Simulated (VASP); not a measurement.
Al, 1 atom in the cell. The structure is cubic, space group Fm-3m (No. 225). Conventional cell: a = 4.050 Å, b = 4.050 Å, c = 4.050 Å, α = 90.00°, β = 90.00°, γ = 90.00°. Al (site symmetry m-3m) has 12 Al at 2.86 Å within 3.8 Å. 

- Program: VASP 6.6.1
- Task: single point
- Functional: PBE
- Potentials or basis: VASP PAW PBE potentials, release 64 (Al)
- Cutoff: 520 eV
- k mesh: 28 × 28 × 28
- Occupations: gaussian, width 0.1 eV
- Spin: no spin polarisation
- Dipole correction: no
- Further INCAR settings: ALGO = Fast; EDIFF = 1e-06; NBANDS = 8

Potentials or basis: VASP PAW PBE potentials, release 64 (Al).

Launch:

```console
$ cat potpaw_PBE.64/Al/POTCAR > POTCAR
$ mpirun -np 1 vasp_std > vasp.out
```

Hardware: 1 thread of AMD EPYC 7R13, with other jobs on the host.

Task: Estimate the wall time of this run.

Result: Wall time 99 s on 1 thread of AMD EPYC 7R13, with other jobs on the host, peak memory 0.16 GiB. Counts: scf iterations 10, k points 624.
